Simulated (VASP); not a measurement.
# WS2 (P-3m1) in VASP: notebook

WS2 is run at these levels: PBE; tasks: single point.

Everything below comes from runs of VASP 6.6.1. Logs are shortened: lines on timing, memory, paths and dates and some standing lists are left out, and cuts for length are marked.

## Step 1: The cell of the first run

It takes space group P-3m1 (No. 164, trigonal). The conventional cell has a = 3.229 Å, b = 3.229 Å, c = 5.994 Å, α = 90.00°, β = 90.00°, γ = 120.00°. W (site symmetry -3m) has 6 S at 2.42 Å within 3.2 Å. S (site symmetry 3m) has 3 W at 2.42 Å within 3.2 Å.

## Step 2: Single point, PBE

Contents of INCAR:

```
SYSTEM = WS2
ALGO = Normal
EDIFF = 1E-7
ENCUT = 520
GGA = PE
ISIF = 2
ISMEAR = -1
LASPH = .TRUE.
LCHARG = .FALSE.
LREAL = .FALSE.
LWAVE = .FALSE.
NBANDS = 20
NELM = 100
PREC = Accurate
SIGMA = 0.02
```

Contents of KPOINTS:

```
k-points
0
G
  6 6 4
  0 0 0
```

Contents of POSCAR:

```
WS2
1.0
    3.2287644061      0.0000000000      0.0000000000
   -1.6143822031      2.7961919985      0.0000000000
    0.0000000000      0.0000000000      5.9936451124
W S
1 2
Direct
    0.0000000000      0.0000000000      0.0000000000
    0.3333333333      0.6666666667      0.2566832689
    0.6666666667      0.3333333333      0.7433167311
```

Potentials or basis: VASP PAW PBE potentials, release 64 (W_sv, S).

Launch:

```sh
> cat potpaw_PBE.64/W_sv/POTCAR potpaw_PBE.64/S/POTCAR > POTCAR
> mpirun -np 1 vasp_std > vasp.out
```

OUTCAR:

```text
SYSTEM = WS2
   EDIFF = 1E-7
   ENCUT = 520
   GGA = PE
   ISIF = 2
   ISMEAR = -1
   LASPH = .TRUE.
   LREAL = .FALSE.
   NELM = 100
   PREC = Accurate

 ion  position               nearest neighbor table
   1  0.000  0.000  0.000-   2 2.42   3 2.42   3 2.42   2 2.42   3 2.42   2 2.42
   2  0.333  0.667  0.257-   1 2.42   1 2.42   1 2.42
   3  0.667  0.333  0.743-   1 2.42   1 2.42   1 2.42

  LATTYP: Found a hexagonal cell.
 ALAT       =     3.2287644061
 C/A-ratio  =     1.8563277956

  Lattice vectors:

 A1 = (   3.2287644061,   0.0000000000,   0.0000000000)
 A2 = (  -1.6143822031,   2.7961919985,   0.0000000000)
 A3 = (   0.0000000000,   0.0000000000,   5.9936451124)

Analysis of symmetry for initial positions (statically):
=====================================================================
 Subroutine PRICEL returns:
 Original cell was already a primitive cell.

 Routine SETGRP: Setting up the symmetry group for a
 hexagonal supercell.

 Subroutine GETGRP returns: Found 12 space group operations
 (whereof 12 operations were pure point group operations)
 out of a pool of 24 trial point group operations.

The static configuration has the point symmetry D_3d.

Analysis of symmetry for dynamics (positions and initial velocities):
=====================================================================
 Subroutine PRICEL returns:
 Original cell was already a primitive cell.

 Routine SETGRP: Setting up the symmetry group for a
 hexagonal supercell.

 Subroutine GETGRP returns: Found 12 space group operations
 (whereof 12 operations were pure point group operations)
 out of a pool of 24 trial point group operations.

The dynamic configuration has the point symmetry D_3d.

 Subroutine INISYM returns: Found 12 space group operations
 (whereof 12 operations are pure point group operations),
 and found     1 'primitive' translations

----------------------------------------------------------------------------------------

                                     Primitive cell

  volume of cell :      54.1121

  direct lattice vectors                    reciprocal lattice vectors
     3.228764406  0.000000000  0.000000000     0.309716001  0.178814617  0.000000000
    -1.614382203  2.796191998  0.000000000     0.000000000  0.357629233  0.000000000
     0.000000000  0.000000000  5.993645112     0.000000000  0.000000000  0.166843378

  length of vectors
     3.228764406  3.228764406  5.993645112     0.357629233  0.357629233  0.166843378

  position of ions in fractional coordinates (direct lattice)
     0.000000000  0.000000000  0.000000000
     0.333333333  0.666666667  0.256683269
     0.666666667  0.333333333  0.743316731

  ion indices of the primitive-cell ions
   primitive index   ion index
                 1           1
                 2           2
                 3           3

----------------------------------------------------------------------------------------

 KPOINTS: k-points

Automatic generation of k-mesh.
 Grid dimensions read from file:
 generate k-points for:    6    6    4

 Generating k-lattice:

  Cartesian coordinates                     Fractional coordinates (reciprocal lattice)
     0.051619333  0.029802436  0.000000000     0.166666667  0.000000000  0.000000000
     0.000000000  0.059604872  0.000000000     0.000000000  0.166666667  0.000000000
     0.000000000  0.000000000  0.041710845     0.000000000  0.000000000  0.250000000

  Length of vectors
     0.059604872  0.059604872  0.041710845

  Shift w.r.t. Gamma in fractional coordinates (k-lattice)
     0.000000000  0.000000000  0.000000000

 Subroutine IBZKPT returns following result:
 ===========================================

 Found     24 irreducible k-points:

 Following reciprocal coordinates:
            Coordinates               Weight
  0.000000  0.000000  0.000000      1.000000
  0.166667 -0.000000  0.000000      6.000000
  0.333333 -0.000000  0.000000      6.000000
  0.500000 -0.000000  0.000000      3.000000
  0.166667  0.166667  0.000000      6.000000
  0.333333  0.166667  0.000000     12.000000
[... 16 lines left out ...]
  0.333333  0.166667  0.500000     12.000000
  0.333333  0.333333  0.500000      2.000000
   k-points           NKPTS =     24   k-points in BZ     NKDIM =     24   number of bands    NBANDS=     20
   number of dos      NEDOS =    301   number of ions     NIONS =      3
   total plane-waves  NPLWV =  27648
   dimension x,y,z NGX =    24 NGY =   24 NGZ =   48
   dimension x,y,z NGXF=    48 NGYF=   48 NGZF=   96
   ions per type =               1   2
   NGX,Y,Z   is equivalent  to a cutoff of  12.36, 12.36, 13.31 a.u.
   NGXF,Y,Z  is equivalent  to a cutoff of  24.71, 24.71, 26.63 a.u.
 SYSTEM =  WS2
   PREC   = accura    normal or accurate (medium, high low for compatibility)
   ISTART =      0    job   : 0-new  1-cont  2-samecut
   ICHARG =      2    charge: 1-file 2-atom 10-const
   ISPIN  =      1    spin polarized calculation?
   LNONCOLLINEAR =      F non collinear calculations
   LSORBIT =      F    spin-orbit coupling
   LASPH  =      T    aspherical Exc in radial PAW
   ENCUT  =  520.0 eV  38.22 Ry    6.18 a.u.   6.00  6.00 11.14*2*pi/ulx,y,z
   NELM   =    100;   NELMIN=  2; NELMDL= -5     # of ELM steps
   EDIFF  = 0.1E-06   stopping-criterion for ELM
   LREAL  =      F    real-space projection
   EDIFFG = 0.1E-05   stopping-criterion for IOM
   NSW    =      0    number of steps for IOM
   IBRION =     -1    ionic relax: 0-MD 1-quasi-New 2-CG
   NFREE  =      0    steps in history (QN), initial steepest desc. (CG)
   ISIF   =      2    stress and relaxation
   ISYM   =      2    0-nonsym 1-usesym 2-fastsym
   POTIM  = 0.5000    time-step for ionic-motion
   TEBEG  =    0.0;   TEEND  =   0.0 temperature during run
   PSTRESS=    0.0 pullay stress
   NELECT =      26.0000    total number of electrons
   NUPDOWN=      -1.0000    fix difference up-down
   EMIN   =  10.00;   EMAX   =-10.00  energy-range for DOS
   EFERMI =   0.00;   METHOD = LEGACY
   ISMEAR =    -1;   SIGMA  =   0.02  broadening in eV -4-tet -1-fermi 0-gaus
   EFERMI_NEDOS =   21; number of points for ismear=-14 and -15
   IALGO  =     38    algorithm
   IMIX   =      4    mixing-type and parameters
     AMIX     =   0.40;   BMIX     =  1.00
     AMIX_MAG =   1.60;   BMIX_MAG =  1.00
  volume/ion in A,a.u.               =      18.04       121.72
  Fermi-wavevector in a.u.,A,eV,Ry     =   1.282236  2.423074 22.369721  1.644128
  Thomas-Fermi vector in A             =   2.414559
   LORBIT       =      0    0 simple, 1 ext, 2 COOP (PROOUT), +10 PAW based schemes
   GGA     = PE    functional components
   LHFCALC =     F    Hartree Fock is set to
   AEXX    =    0.0000 exact exchange contribution
   IVDW    =     0    specifies the selected vdW correction
   LEPSILON=     F    determine dielectric tensor
   LRPA    =     F    only Hartree local field effects (RPA)
 non-spin polarized calculation
  energy-cutoff  :      520.00
  volume of cell :       54.11
 maximum number of plane-waves:      1506
   NGX = 13   NGY = 13   NGZ = 23

 number of electron      26.0000002 magnetization

 Free energy of the ion-electron system (eV)
  ---------------------------------------------------
  ext. energy  EPLUGINS =         0.00000000
  ---------------------------------------------------
  free energy    TOTEN  =       -22.78072284 eV

  energy without entropy =      -22.77996801  energy(sigma->0) =      -22.78034543

 E-fermi :   7.4749     XC(G=0): -10.8905

 val. band max:        7.2529027184   @ k =   0.0000   0.0000   0.2500
 cond. band min:       7.5070866509   @ k =   0.1667   0.1667   0.5000
 fundamental gap:      0.2541839326
 Fermi energy:         7.4748552482

 k-point     1 :       0.0000    0.0000    0.0000
  band No.  band energies     occupation
      1     -67.4545      2.00000
      2     -31.6204      2.00000
      3     -31.6204      2.00000
      4     -31.5670      2.00000
      5      -8.1040      2.00000
      6      -6.1397      2.00000
[... 12 lines left out ...]
     19      13.1447      0.00000
     20      16.6414      0.00000

 k-point     2 :       0.1667   -0.0000    0.0000
  band No.  band energies     occupation
      1     -67.4510      2.00000
      2     -31.6937      2.00000
      3     -31.6376      2.00000
      4     -31.5537      2.00000
      5      -7.6540      2.00000
      6      -6.0804      2.00000
[... 12 lines left out ...]
     19      14.6295      0.00000
     20      16.2292      0.00000

 k-point     3 :       0.3333   -0.0000    0.0000
  band No.  band energies     occupation
      1     -67.4442      2.00000
      2     -31.8373      2.00000
      3     -31.6718      2.00000
      4     -31.5270      2.00000
      5      -6.6129      2.00000
      6      -5.9020      2.00000
[... 12 lines left out ...]
     19      14.1464      0.00000
     20      15.6303      0.00000

 k-point     4 :       0.5000   -0.0000    0.0000
  band No.  band energies     occupation
      1     -67.4408      2.00000
      2     -31.9078      2.00000
      3     -31.6887      2.00000
      4     -31.5136      2.00000
      5      -6.1870      2.00000
      6      -5.5062      2.00000
[... 12 lines left out ...]
     19      14.2083      0.00000
     20      15.8334      0.00000

 k-point     5 :       0.1667    0.1667    0.0000
  band No.  band energies     occupation
      1     -67.4459      2.00000
      2     -31.7880      2.00000
      3     -31.6773      2.00000
      4     -31.5337      2.00000
      5      -6.8781      2.00000
      6      -5.9803      2.00000
[... 12 lines left out ...]
     19      15.6039      0.00000
     20      16.1487      0.00000
[... 353 lines left out ...]
      6      -5.3524      2.00000
[... 12 lines left out ...]
     19      13.2735      0.00000
     20      13.7432      0.00000

 k-point    22 :       0.1667    0.1667    0.5000
  band No.  band energies     occupation
      1     -67.4459      2.00000
      2     -31.7880      2.00000
      3     -31.6773      2.00000
      4     -31.5337      2.00000
      5      -6.6142      2.00000
      6      -6.3003      2.00000
[... 12 lines left out ...]
     19      15.7753      0.00000
     20      16.1214      0.00000

 k-point    23 :       0.3333    0.1667    0.5000
  band No.  band energies     occupation
      1     -67.4408      2.00000
      2     -31.8713      2.00000
      3     -31.7264      2.00000
      4     -31.5137      2.00000
      5      -6.1057      2.00000
      6      -5.6103      2.00000
[... 12 lines left out ...]
     19      13.9251      0.00000
     20      15.7893      0.00000

 k-point    24 :       0.3333    0.3333    0.5000
  band No.  band energies     occupation
      1     -67.4391      2.00000
      2     -31.8213      2.00000
      3     -31.8213      2.00000
      4     -31.5071      2.00000
      5      -5.6549      2.00000
      6      -5.6549      2.00000
[... 12 lines left out ...]
     19      14.9841      0.00000
     20      15.3823      0.00000

------------------------ aborting loop because EDIFF is reached ----------------------------------------

  FORCE on cell =-STRESS in cart. coord.  units (eV):
  Direction    XX          YY          ZZ          XY          YZ          ZX
  --------------------------------------------------------------------------------------
  -------------------------------------------------------------------------------------
  Total        0.6652475      0.6652475      1.7526289     -0.0000000      0.0000000      0.0000000
  in kB       19.6969731     19.6969731     51.8926911     -0.0000000      0.0000000      0.0000000
  external PRESSURE =      30.4288791 kB  Pullay stress =       0.0000000 kB

 VOLUME and BASIS-vectors are now :
 -----------------------------------------------------------------------------
  energy-cutoff  :      520.00
  volume of cell :       54.11
      direct lattice vectors                 reciprocal lattice vectors
     3.228764406  0.000000000  0.000000000     0.309716001  0.178814617  0.000000000
    -1.614382203  2.796191998  0.000000000     0.000000000  0.357629233  0.000000000
     0.000000000  0.000000000  5.993645112     0.000000000  0.000000000  0.166843378

 POSITION                                       TOTAL-FORCE (eV/Angst)
 -----------------------------------------------------------------------------------
      0.00000      0.00000      0.00000         0.000000      0.000000      0.000000
     -0.00000      1.86413      1.53847        -0.000000      0.000000      0.264384
      1.61438      0.93206      4.45518         0.000000     -0.000000     -0.264384
 -----------------------------------------------------------------------------------
    total drift:                                0.000000      0.000000      0.000000

  FREE ENERGIE OF THE ION-ELECTRON SYSTEM (eV)
  ---------------------------------------------------
  free  energy   TOTEN  =       -22.7807228402 eV

  energy  without entropy=      -22.7799680132  energy(sigma->0) =      -22.78034543
```

Run time: 26 s. Hardware: 1 thread of Intel Xeon Platinum 8375C at 2.90GHz (Ice Lake), shared host; peak memory 0.18 GiB.

Results:

```
Free energy            : -22.7807 eV
Pressure               : 3.0 GPa
Largest force          : 0.264 eV/Å
Band gap on the k mesh : zero (band 13 reaches 8.20 eV, above the bottom of band 14 at 6.75 eV)
```

Forces on the atoms (eV/Å):
```
W    0.000  0.000  0.000
S    0.000  0.000  0.264
S    0.000  0.000 -0.264
```

Caveat: the k points lie up to 0.37 Å⁻¹ apart; spin-orbit coupling is left out, which moves the levels of the heavy elements; this functional lacks dispersion, which binds the layers, so the pressure and a relaxed spacing across them are unreliable.

[end of part 1 of 2]
